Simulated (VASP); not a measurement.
# Tl (Im-3m) in VASP: notebook, part 2 of 2

VASP 6.6.1. The steps go on from the part before.

### 3 Single point, LDA

Input file INCAR:

```
SYSTEM = Tl
  PREC = Accurate
  ENCUT = 520
  EDIFF = 1E-6
  ISMEAR = -1
  SIGMA = 0.1
  LREAL = .FALSE.
  LASPH = .TRUE.
  NELM = 80
  ALGO = Normal
  ISIF = 2
  LWAVE = .FALSE.
  LCHARG = .FALSE.
  NBANDS = 12
```

Input file KPOINTS:

```
regular mesh
0
G
  10 10 10
  0 0 0
```

Input file POSCAR:

```
Tl
1.0
    3.3619110000      0.0000000000      0.0000000000
   -1.1206369649      3.1696401002      0.0000000000
   -1.1206369649     -1.5848199756      2.7449888906
Tl
1
Direct
    0.0000000000      0.0000000000      0.0000000000
```

Potentials or basis: VASP PAW LDA potentials, release 64 (Tl_d).

The run is started by

```sh
cat potpaw_LDA.64/Tl_d/POTCAR > POTCAR
mpirun -np 1 vasp_std > vasp.out
```

OUTCAR:

```text
SYSTEM = Tl
   PREC = Accurate
   ENCUT = 520
   EDIFF = 1E-6
   ISMEAR = -1
   LREAL = .FALSE.
   LASPH = .TRUE.
   NELM = 80
   ISIF = 2

 ion  position               nearest neighbor table
   1  0.000  0.000  0.000-

  LATTYP: Found a body centered cubic cell.
 ALAT       =     3.8820004416

  Lattice vectors:

 A1 = (   3.3619110000,   0.0000000000,   0.0000000000)
 A2 = (  -1.1206369649,   3.1696401002,   0.0000000000)
 A3 = (  -1.1206369649,  -1.5848199756,   2.7449888906)

Analysis of symmetry for initial positions (statically):
=====================================================================
 Subroutine PRICEL returns:
 Original cell was already a primitive cell.

 Routine SETGRP: Setting up the symmetry group for a
 body centered cubic supercell.

 Subroutine GETGRP returns: Found 48 space group operations
 (whereof 48 operations were pure point group operations)
 out of a pool of 48 trial point group operations.

The static configuration has the point symmetry O_h .

Analysis of symmetry for dynamics (positions and initial velocities):
=====================================================================
[... 160 lines left out ...]
 fundamental gap:      0.2011695688
 Fermi energy:         6.0089353811

 k-point     1 :       0.0000    0.0000    0.0000
  band No.  band energies     occupation
      1      -5.5425      2.00000
      2      -5.5425      2.00000
      3      -5.5425      2.00000
      4      -5.1260      2.00000
      5      -5.1260      2.00000
      6      -3.8611      2.00000
      7      16.5714      0.00000
      8      16.5714      0.00000
      9      16.5714      0.00000
     10      18.3540      0.00000
     11      18.3540      0.00000
     12      18.3540      0.00000
[... 331 lines left out ...]
 k-point    24 :      -0.3000    0.3000    0.1000
  band No.  band energies     occupation
      1      -5.5930      2.00000
      2      -5.5361      2.00000
      3      -5.2423      2.00000
      4      -5.1509      2.00000
      5      -5.1154      2.00000
      6      -1.5727      2.00000
      7       8.0594      0.00000
      8      12.2499      0.00000
      9      13.1162      0.00000
     10      17.0168      0.00000
     11      18.2881      0.00000
     12      18.4312      0.00000

 [... further k-points ...]
[... 5 lines left out ...]
  --------------------------------------------------------------------------------------
  -------------------------------------------------------------------------------------
  Total       -0.4597007     -0.4597007     -0.4597007     -0.0000000     -0.0000000     -0.0000000
  in kB      -25.1796093    -25.1796095    -25.1796103     -0.0000003     -0.0000007     -0.0000005
  external PRESSURE =     -25.1796097 kB  Pullay stress =       0.0000000 kB

 VOLUME and BASIS-vectors are now :
 -----------------------------------------------------------------------------
  energy-cutoff  :      520.00
  volume of cell :       29.25
      direct lattice vectors                 reciprocal lattice vectors
     3.361911000  0.000000000  0.000000000     0.297449873  0.105164407  0.182150091
    -1.120636965  3.169640100  0.000000000     0.000000000  0.315493232  0.182150091
    -1.120636965 -1.584819976  2.744988891     0.000000000  0.000000000  0.364300199

 POSITION                                       TOTAL-FORCE (eV/Angst)
 -----------------------------------------------------------------------------------
      0.00000      0.00000      0.00000         0.000000      0.000000      0.000000
 -----------------------------------------------------------------------------------
    total drift:                                0.000000      0.000000      0.000000

  FREE ENERGIE OF THE ION-ELECTRON SYSTEM (eV)
  ---------------------------------------------------
  free  energy   TOTEN  =        -2.9295355385 eV

  energy  without entropy=       -2.9183828441  energy(sigma->0) =       -2.92395919
```

OSZICAR:

```text
N       E                     dE             d eps       ncg     rms          rms(c)
DAV:   1     0.536120465165E+02    0.53612E+02   -0.68677E+03  1184   0.948E+02
DAV:   2    -0.223252513713E+01   -0.55845E+02   -0.54645E+02  1268   0.217E+02
DAV:   3    -0.295821358562E+01   -0.72569E+00   -0.72526E+00  1296   0.222E+01
DAV:   4    -0.296127146337E+01   -0.30579E-02   -0.30577E-02  1300   0.172E+00
DAV:   5    -0.296130644331E+01   -0.34980E-04   -0.34980E-04  1288   0.178E-01    0.206E+00
DAV:   6    -0.293488552626E+01    0.26421E-01   -0.41430E-02  1236   0.189E+00    0.146E+00
DAV:   7    -0.292996729943E+01    0.49182E-02   -0.12281E-02  1216   0.999E-01    0.626E-01
DAV:   8    -0.292953473688E+01    0.43256E-03   -0.47471E-04  1272   0.222E-01    0.306E-02
DAV:   9    -0.292953573724E+01   -0.10004E-05   -0.26698E-06  1244   0.182E-02    0.491E-03
DAV:  10    -0.292953553846E+01    0.19879E-06   -0.41175E-07   744   0.711E-03
   1 F= -.29295355E+01 E0= -.29239592E+01  d E =-.111527E-01
```

stdout:

```text
POSCAR found type information on POSCAR Tl
 POSCAR found :  1 types and       1 ions
 scaLAPACK will be used
 LDA part: xc-table for (Slater(with rela. corr.)+CA(PZ))
 , standard interpolation
 POSCAR, INCAR and KPOINTS ok, starting setup
 FFT: planning ... GRIDC
 FFT: planning ... GRID_SOFT
 FFT: planning ... GRID
 WAVECAR not read
 entering main loop
```

It took 31 s on 1 thread of AMD EPYC 7R13, shared host; peak memory 0.12 GiB.

What came out:

```yaml
Free_energy: -2.9295 eV
Pressure: -2.5 GPa
```

Caveat: spin-orbit coupling is left out, which moves the levels of the heavy elements.

### 4 Single point, r2SCAN

POSCAR is that of step 3.

Input file INCAR.step1:

```
SYSTEM = Tl
PREC = Accurate
ENCUT = 520
ISMEAR = -1
SIGMA = 0.1
LREAL = .False.
LASPH = .True.
NELM = 100
NBANDS = 12
GGA = PE
ALGO = Normal
EDIFF = 1E-4
LWAVE = .True.
LCHARG = .False.
```

Input file INCAR.step2:

```
SYSTEM = Tl
PREC = Accurate
ENCUT = 520
EDIFF = 1E-6
ISMEAR = -1
SIGMA = 0.1
LREAL = .False.
LASPH = .True.
NELM = 100
ALGO = Normal
ISIF = 2
LWAVE = .False.
LCHARG = .False.
METAGGA = R2SCAN
LMIXTAU = .True.
NBANDS = 12
ISTART = 1
```

Input file KPOINTS:

```
Automatic mesh
0
Gamma
  10 10 10
  0 0 0
```

Potentials or basis: VASP PAW PBE potentials, release 64 (Tl_d).

The run is started by

```sh
cat potpaw_PBE.64/Tl_d/POTCAR > POTCAR
cp INCAR.step1 INCAR
mpirun -np 1 vasp_std > vasp.out
cp INCAR.step2 INCAR
mpirun -np 1 vasp_std > vasp.out
```

It took 2.5 min on 1 thread of AMD EPYC 7R13, shared host; peak memory 0.14 GiB.

Results (log left out):

```yaml
Free_energy: -53.1845 eV
Pressure: 0.8 GPa
```

Levels at points of the mesh, in eV from the Fermi level:
| k point | band 2 | band 3 | band 4 | band 5 | band 6 | band 7 | band 8 | band 9 | band 10 | band 11 |
| --- | --- | --- | --- | --- | --- | --- | --- | --- | --- | --- |
| (0.00, 0.00, 0.00) | -12.22 | -12.22 | -11.79 | -11.79 | -10.30 | 10.90 | 10.90 | 10.90 | 13.00 | 13.00 |
| (0.50, 0.00, 0.00) | -12.35 | -11.82 | -11.79 | -11.51 | -5.29 | -2.69 | 5.89 | 7.42 | 10.51 | 11.69 |
| (0.50, 0.50, 0.50) | -12.41 | -11.58 | -11.58 | -11.58 | -1.85 | 1.48 | 1.48 | 1.48 | 6.89 | 6.89 |

Caveat: the PAW data sets were made with another functional, which shifts forces and pressure a little; spin-orbit coupling is left out, which moves the levels of the heavy elements.

### 5 The runs side by side

| level | potentials or basis | gap on the mesh (eV) | pressure (GPa) |
| --- | --- | --- | --- |
| BLYP | VASP PAW PBE potentials, release 64 (Tl_d) | none | 5.9 |
| LDA | VASP PAW LDA potentials, release 64 (Tl_d) | none | -2.5 |
| r2SCAN | VASP PAW PBE potentials, release 64 (Tl_d) | none | 0.8 |

Alike in all rows: task single point; no spin polarisation; cell as given; k mesh 10 × 10 × 10; cutoff (eV) 520; smearing fermi-dirac 0.1 eV.

Caveats: spin-orbit coupling is left out, which moves the levels of the heavy elements; the PAW data sets were made with another functional, which shifts forces and pressure a little (some runs).

Total energies depend on the potentials used, so only differences within one code and one set of settings carry meaning.
